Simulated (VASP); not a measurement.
# GaOs12 in VASP: notebook

Runs on GaOs12. Level: PBE+D3(BJ). Tasks: single point.

Everything below comes from runs of VASP 6.6.1. Logs are shortened: lines on timing, memory, paths and dates and some standing lists are left out, and cuts for length are marked.

### 1 The cell of the first run

The cell holds a slab with vacuum, 13 atoms: a = 5.480 Å, b = 5.480 Å, c = 16.326 Å, α = 90.00°, β = 90.00°, γ = 60.00°.

### 2 Single point, PBE+D3(BJ)

The input, INCAR:

```
ALGO = Normal ; EDIFF = 1E-6
ENCUT = 520 ; GGA = PE
ISIF = 2 ; ISMEAR = -1
IVDW = 12 ; LASPH = True
LCHARG = True ; LELF = True
LREAL = False ; LVHAR = True
LWAVE = False ; NBANDS = 66
NELM = 80 ; PREC = Accurate
SIGMA = 0.1
```

The input, KPOINTS:

```
k-points
0
Gamma
  4 4 1
```

The input, POSCAR:

```
GaOs12
1.0
    5.4800000000      0.0000000000      0.0000000000
    2.7400000000      4.7458190000      0.0000000000
    0.0000000000      0.0000000000     16.3264600000
Os Ga
12 1
Direct
    0.0000000000      0.0000000000      0.0612502649
    0.5000000000      0.0000000000      0.0612502649
   -0.0000000527      0.5000001054      0.0612502649
    0.4999999473      0.5000001054      0.0612502649
   -0.1653383007      0.3325634627      0.1891811207
    0.3327550089      0.3325870624      0.1891849182
   -0.1650595817      0.8301658786      0.1889532085
    0.3340966025      0.8317761381      0.1893088888
   -0.0084331898     -0.0035117226      0.3187081584
    0.5120883561     -0.0037175880      0.3187254922
   -0.0010859002      0.5017747200      0.3188547915
    0.5024338555      0.4953859387      0.3173504850
    0.2109739628      1.0784743371      0.4467204158
```

Potentials or basis: VASP PAW PBE potentials, release 64 (Os, Ga_d).

Launch:

```sh
> cat potpaw_PBE.64/Os/POTCAR potpaw_PBE.64/Ga_d/POTCAR > POTCAR
> mpirun -np 1 vasp_std > vasp.out
```

OUTCAR:

```text
EDIFF = 1E-6
   ENCUT = 520
   GGA = PE
   ISIF = 2
   ISMEAR = -1
   IVDW = 12
   LASPH = True
   LREAL = False
   NELM = 80
   PREC = Accurate
 IVDW          = 12

 ion  position               nearest neighbor table
   1  0.000  0.000  0.061-   5 2.62   7 2.62   8 2.62   4 2.74   3 2.74   2 2.74   2 2.74   3 2.74
                             4 2.74
   2  0.500  0.000  0.061-   6 2.62   7 2.62   8 2.62   3 2.74   4 2.74   1 2.74   1 2.74   4 2.74
                             3 2.74
   3  1.000  0.500  0.061-   7 2.61   6 2.62   5 2.62   2 2.74   1 2.74   4 2.74   4 2.74   1 2.74
                             2 2.74
   4  0.500  0.500  0.061-   8 2.62   5 2.62   6 2.62   1 2.74   2 2.74   3 2.74   3 2.74   2 2.74
                             1 2.74
   5  0.835  0.333  0.189-   1 2.62   3 2.62  12 2.62   4 2.62  11 2.64   9 2.65   7 2.73   6 2.73
                             8 2.74   8 2.74   6 2.75   7 2.75
   6  0.333  0.333  0.189-   2 2.62   3 2.62  12 2.62   4 2.62  11 2.64  10 2.65   7 2.73   5 2.73
                             8 2.74   8 2.74   5 2.75   7 2.75
   7  0.835  0.830  0.189-   3 2.61  10 2.61   9 2.61   1 2.62   2 2.62  11 2.63   6 2.73   5 2.73
                             8 2.74   8 2.74   5 2.75   6 2.75
   8  0.334  0.832  0.189-   4 2.62   1 2.62   2 2.62  12 2.63   9 2.67  10 2.67   6 2.74   5 2.74
                             7 2.74   7 2.74   5 2.74   6 2.74
   9  0.992  0.996  0.319-  13 2.56   7 2.61  10 2.63   5 2.65   8 2.67  11 2.69  12 2.71  12 2.77
                            11 2.79  10 2.85
  10  0.512  0.996  0.319-  13 2.56   7 2.61   9 2.63   6 2.65   8 2.67  11 2.69  12 2.71  12 2.77
                            11 2.79   9 2.85
  11  0.999  0.502  0.319-   7 2.63   5 2.64   6 2.64  10 2.69   9 2.69  12 2.74  12 2.74   9 2.79
                            10 2.79  13 2.90
  12  0.502  0.495  0.317-   5 2.62   6 2.62   8 2.63   9 2.71  10 2.71  11 2.74  11 2.74  10 2.77
                             9 2.77
  13  0.211  0.078  0.447-  10 2.56   9 2.56  11 2.90

  LATTYP: Found a hexagonal cell.
 ALAT       =     5.4799998158
 C/A-ratio  =     2.9792811221

  Lattice vectors:

 A1 = (  -2.7400000000,  -4.7458190000,   0.0000000000)
 A2 = (   5.4800000000,   0.0000000000,   0.0000000000)
 A3 = (   0.0000000000,   0.0000000000,  16.3264600000)

Analysis of symmetry for initial positions (statically):
=====================================================================
 Subroutine PRICEL returns:
 Original cell was already a primitive cell.

 Routine SETGRP: Setting up the symmetry group for a
 hexagonal supercell.

 Subroutine GETGRP returns: Found  1 space group operations
 (whereof  1 operations were pure point group operations)
 out of a pool of 24 trial point group operations.

The static configuration has the point symmetry C_1 .

Analysis of symmetry for dynamics (positions and initial velocities):
=====================================================================
 Subroutine PRICEL returns:
 Original cell was already a primitive cell.

 Routine SETGRP: Setting up the symmetry group for a
 hexagonal supercell.

 Subroutine GETGRP returns: Found  1 space group operations
 (whereof  1 operations were pure point group operations)
 out of a pool of 24 trial point group operations.

The dynamic configuration has the point symmetry C_1 .

 Subroutine INISYM returns: Found  1 space group operations
 (whereof  1 operations are pure point group operations),
 and found     1 'primitive' translations

----------------------------------------------------------------------------------------

                                     Primitive cell

  volume of cell :     424.6037

  direct lattice vectors                    reciprocal lattice vectors
     5.480000000  0.000000000  0.000000000     0.182481752 -0.105355893  0.000000000
     2.740000000  4.745819000  0.000000000     0.000000000  0.210711787  0.000000000
     0.000000000  0.000000000 16.326460000     0.000000000  0.000000000  0.061250265

  length of vectors
     5.480000000  5.479999816 16.326460000     0.210711779  0.210711787  0.061250265

  position of ions in fractional coordinates (direct lattice)
[... 39 lines left out ...]

  Cartesian coordinates                     Fractional coordinates (reciprocal lattice)
     0.045620438 -0.026338973  0.000000000     0.250000000  0.000000000  0.000000000
     0.000000000  0.052677947  0.000000000     0.000000000  0.250000000  0.000000000
     0.000000000  0.000000000  0.061250265     0.000000000  0.000000000  1.000000000

  Length of vectors
     0.052677945  0.052677947  0.061250265

  Shift w.r.t. Gamma in fractional coordinates (k-lattice)
     0.000000000  0.000000000  0.000000000

 Subroutine IBZKPT returns following result:
 ===========================================

 Found     10 irreducible k-points:

 Following reciprocal coordinates:
            Coordinates               Weight
  0.000000  0.000000  0.000000      1.000000
  0.250000  0.000000  0.000000      2.000000
  0.250000  0.250000  0.000000      2.000000
  0.000000  0.250000  0.000000      2.000000
  0.500000  0.000000  0.000000      1.000000
  0.500000  0.500000  0.000000      1.000000
  0.000000  0.500000  0.000000      1.000000
  0.500000  0.250000  0.000000      2.000000
  0.250000  0.500000  0.000000      2.000000
 -0.250000  0.250000  0.000000      2.000000
   k-points           NKPTS =     10   k-points in BZ     NKDIM =     10   number of bands    NBANDS=     66
   number of dos      NEDOS =    301   number of ions     NIONS =     13
   total plane-waves  NPLWV = 222264
   dimension x,y,z NGX =    42 NGY =   42 NGZ =  126
   dimension x,y,z NGXF=    84 NGYF=   84 NGZF=  252
   ions per type =              12   1
   NGX,Y,Z   is equivalent  to a cutoff of  12.74, 12.74, 12.83 a.u.
   NGXF,Y,Z  is equivalent  to a cutoff of  25.48, 25.48, 25.66 a.u.
 SYSTEM =  unknown system
   PREC   = accura    normal or accurate (medium, high low for compatibility)
   ISTART =      0    job   : 0-new  1-cont  2-samecut
   ICHARG =      2    charge: 1-file 2-atom 10-const
   ISPIN  =      1    spin polarized calculation?
   LNONCOLLINEAR =      F non collinear calculations
   LSORBIT =      F    spin-orbit coupling
   LASPH  =      T    aspherical Exc in radial PAW
   ENCUT  =  520.0 eV  38.22 Ry    6.18 a.u.  10.19 10.19 30.36*2*pi/ulx,y,z
   NELM   =     80;   NELMIN=  2; NELMDL= -5     # of ELM steps
   EDIFF  = 0.1E-05   stopping-criterion for ELM
   LREAL  =      F    real-space projection
   EDIFFG = 0.1E-04   stopping-criterion for IOM
   NSW    =      0    number of steps for IOM
   IBRION =     -1    ionic relax: 0-MD 1-quasi-New 2-CG
   NFREE  =      0    steps in history (QN), initial steepest desc. (CG)
   ISIF   =      2    stress and relaxation
   ISYM   =      2    0-nonsym 1-usesym 2-fastsym
   POTIM  = 0.5000    time-step for ionic-motion
   TEBEG  =    0.0;   TEEND  =   0.0 temperature during run
   PSTRESS=    0.0 pullay stress
   NELECT =     109.0000    total number of electrons
   NUPDOWN=      -1.0000    fix difference up-down
   EMIN   =  10.00;   EMAX   =-10.00  energy-range for DOS
   EFERMI =   0.00;   METHOD = LEGACY
   ISMEAR =    -1;   SIGMA  =   0.10  broadening in eV -4-tet -1-fermi 0-gaus
   EFERMI_NEDOS =   21; number of points for ismear=-14 and -15
   IALGO  =     38    algorithm
   IMIX   =      4    mixing-type and parameters
     AMIX     =   0.40;   BMIX     =  1.00
     AMIX_MAG =   1.60;   BMIX_MAG =  1.00
  volume/ion in A,a.u.               =      32.66       220.41
  Fermi-wavevector in a.u.,A,eV,Ry     =   1.040453  1.966171 14.728880  1.082542
  Thomas-Fermi vector in A             =   2.175029
   LORBIT       =      0    0 simple, 1 ext, 2 COOP (PROOUT), +10 PAW based schemes
   GGA     = PE    functional components
   LHFCALC =     F    Hartree Fock is set to
   AEXX    =    0.0000 exact exchange contribution
   IVDW    =    12    specifies the selected vdW correction
   LEPSILON=     F    determine dielectric tensor
   LRPA    =     F    only Hartree local field effects (RPA)
 non-spin polarized calculation
  energy-cutoff  :      520.00
  volume of cell :      424.60
 maximum number of plane-waves:     11444
 NGX is ok and might be reduce to    42
   NGX = 21   NGY = 21   NGZ = 61

 number of electron     109.0000004 magnetization

 Free energy of the ion-electron system (eV)
  ---------------------------------------------------
  ext. energy  EPLUGINS =         0.00000000
  ---------------------------------------------------
  free energy    TOTEN  =      -129.52450731 eV

  energy without entropy =     -129.19198916  energy(sigma->0) =     -129.35824823

 E-fermi :   1.2713     XC(G=0):  -7.3387

 val. band max:        1.2701536015   @ k =   0.2500   0.2500   0.0000
 cond. band min:       1.2773896270   @ k =   0.5000   0.5000   0.0000
 fundamental gap:      0.0072360255
 Fermi energy:         1.2713296927

 k-point     1 :       0.0000    0.0000    0.0000
  band No.  band energies     occupation
      1     -13.2643      2.00000
      2     -13.2557      2.00000
      3     -13.2429      2.00000
      4     -13.2159      2.00000
      5     -13.2114      2.00000
      6      -8.8762      2.00000
[... 679 lines left out ...]
     65       2.5525      0.00001
     66       2.6444      0.00000

------------------------ aborting loop because EDIFF is reached ----------------------------------------

 Edisp (eV)   -5.40937

 E8    (eV) :    -2.7604

  FORCE on cell =-STRESS in cart. coord.  units (eV):
  Direction    XX          YY          ZZ          XY          YZ          ZX
  --------------------------------------------------------------------------------------
  -------------------------------------------------------------------------------------
  Total     -11.79442   -13.52926    -0.42963    -0.01226     0.58840    -0.00095
  in kB     -44.50445   -51.05058    -1.62113    -0.04624     2.22025    -0.00359
  external pressure =      -32.39 kB  Pullay stress =        0.00 kB

 VOLUME and BASIS-vectors are now :
 -----------------------------------------------------------------------------
  energy-cutoff  :      520.00
  volume of cell :      424.60
      direct lattice vectors                 reciprocal lattice vectors
     5.480000000  0.000000000  0.000000000     0.182481752 -0.105355893  0.000000000
     2.740000000  4.745819000  0.000000000     0.000000000  0.210711787  0.000000000
     0.000000000  0.000000000 16.326460000     0.000000000  0.000000000  0.061250265

 POSITION                                       TOTAL-FORCE (eV/Angst)
 -----------------------------------------------------------------------------------
      0.00000      0.00000      1.00000         0.066820      0.001913      0.077199
      2.74000      0.00000      1.00000        -0.067295      0.002107      0.080840
      6.85000      2.37291      1.00000         0.000197     -0.057558     -0.054714
      4.11000      2.37291      1.00000        -0.000380     -0.029242     -0.070086
      5.48517      1.57829      3.08866         0.000456      0.002555     -0.009325
      2.73479      1.57840      3.08872        -0.000628      0.001054     -0.006061
      6.85013      3.93982      3.08494        -0.001137     -0.007332     -0.015655
      4.10992      3.94746      3.09074         0.001352     -0.006353     -0.003706
      8.16416      4.72915      5.20338        -0.028173     -0.024197     -0.001851
      5.53606      4.72818      5.20366         0.027882     -0.015568     -0.006855
      6.84891      2.38133      5.20577         0.008149      0.020463      0.006946
      4.11070      2.35101      5.18121        -0.005497      0.007871      0.009201
      1.37116      0.37243      7.29336        -0.001746      0.104287     -0.005936
 -----------------------------------------------------------------------------------
    total drift:                                0.000059      0.000240     -0.000404

  FREE ENERGIE OF THE ION-ELECTRON SYSTEM (eV)
  ---------------------------------------------------
  free  energy   TOTEN  =      -134.9338754093 eV

  energy  without entropy=     -134.6013572591  energy(sigma->0) =     -134.76761633
```

It took 28 min on 1 thread of Intel Xeon 8259CL, shared host; peak memory 0.64 GiB.

What came out:

- Free energy: -134.9339 eV
- Largest force: 0.105 eV/Å
- Band gap on the k mesh: zero (an odd number of electrons rules out a gap without spin polarisation)
- Dispersion energy per atom: -0.416 eV

Forces in eV/Å, atoms in the order of the input:
```
Os   0.067  0.002  0.077
Os  -0.067  0.002  0.081
Os   0.000 -0.058 -0.055
Os   0.000 -0.029 -0.070
Os   0.000  0.003 -0.009
Os  -0.001  0.001 -0.006
Os  -0.001 -0.007 -0.016
Os   0.001 -0.006 -0.004
Os  -0.028 -0.024 -0.002
Os   0.028 -0.016 -0.007
Os   0.008  0.020  0.007
Os  -0.005  0.008  0.009
Ga  -0.002  0.104 -0.006
```

Caveat: there is no dipole correction, which matters where the two faces differ; spin-orbit coupling is left out, which moves the levels of the heavy elements.

### 3 Single point, PBE+D3(BJ)

The input, INCAR:

```
PREC     = Accurate       # precision mode
ENCUT    = 520            # plane-wave cutoff, eV
EDIFF    = 1E-6           # SCF threshold, eV
ISMEAR   = -1             # smearing method
SIGMA    = 0.1            # smearing width, eV
LREAL    = F              # projectors in reciprocal space
LASPH    = T              # aspherical terms in the spheres
NELM     = 100            # most SCF steps
ALGO     = Normal         # electronic algorithm
ISIF     = 2              # what is computed and relaxed
LWAVE    = F              # write WAVECAR
LCHARG   = T              # write CHGCAR
GGA      = PE             # functional
IVDW     = 12             # dispersion correction
LELF     = T              # ELF
LVHAR    = T            
NBANDS   = 66             # bands
```

The input, KPOINTS:

```
regular mesh
0
Gamma
  4 4 1
```

The input, POSCAR:

```
GaOs12
1.0
    5.4800000000      0.0000000000      0.0000000000
    2.7400000000      4.7458190000      0.0000000000
    0.0000000000      0.0000000000     16.3264600000
Os Ga
12 1
Direct
    0.0000000000      0.0000000000      0.0612502649
    0.5000000000      0.0000000000      0.0612502649
   -0.0000000527      0.5000001054      0.0612502649
    0.4999999473      0.5000001054      0.0612502649
   -0.1655880547      0.3322969123      0.1892295084
    0.3332952280      0.3323135585      0.1892290797
   -0.1652752169      0.8305967842      0.1888551468
    0.3340258103      0.8319367005      0.1892514360
   -0.0064079160     -0.0061677447      0.3186786970
    0.5126652479     -0.0063078680      0.3186867208
   -0.0023266139      0.5044473883      0.3191382578
    0.5015672211      0.4970943898      0.3173303337
    0.1888827487      1.1226020209      0.4447718611
```

Potentials or basis: VASP PAW PBE potentials, release 64 (Os, Ga_d).

Launch:

```sh
> cat potpaw_PBE.64/Os/POTCAR potpaw_PBE.64/Ga_d/POTCAR > POTCAR
> mpirun -np 1 vasp_std > vasp.out
```

Wall time 27 min (1 thread of Intel Xeon 8259CL, shared host); peak memory 0.62 GiB.

It converged, with:

| Property | Result |
| --- | --- |
| Free energy | -134.9614 eV |
| Largest force | 0.125 eV/Å |
| Band gap on the k mesh | zero (an odd number of electrons rules out a gap without spin polarisation) |
| Dispersion energy per atom | -0.416 eV |

Forces on the atoms (eV/Å):
```
Os   0.068  0.016  0.064
Os  -0.068  0.016  0.067
Os   0.000 -0.103 -0.020
Os   0.000 -0.049 -0.078
Os  -0.001  0.002 -0.009
Os   0.001  0.002 -0.007
Os  -0.001 -0.003 -0.017
Os   0.000 -0.004 -0.006
Os  -0.023 -0.023  0.000
Os   0.023 -0.017 -0.002
Os   0.005  0.030  0.003
Os  -0.005  0.007  0.009
Ga  -0.001  0.125 -0.003
```

Levels at points of the mesh, in eV from the Fermi level:
```tsv
k point	band 52	band 53	band 54	band 55	band 56	band 57	band 58	band 59
(0.00, 0.00, 0.00)	0.03	0.42	1.04	1.06	1.07	1.66	1.73	1.79
(0.50, 0.00, 0.00)	-0.42	-0.36	-0.28	-0.09	-0.07	0.00	0.13	0.18
(0.50, 0.50, 0.00)	-0.43	-0.35	-0.28	-0.08	-0.07	0.00	0.13	0.18
(0.00, 0.50, 0.00)	-0.43	-0.42	-0.26	-0.09	-0.02	0.02	0.09	0.16
```

Caveat: there is no dipole correction, which matters where the two faces differ; spin-orbit coupling is left out, which moves the levels of the heavy elements.
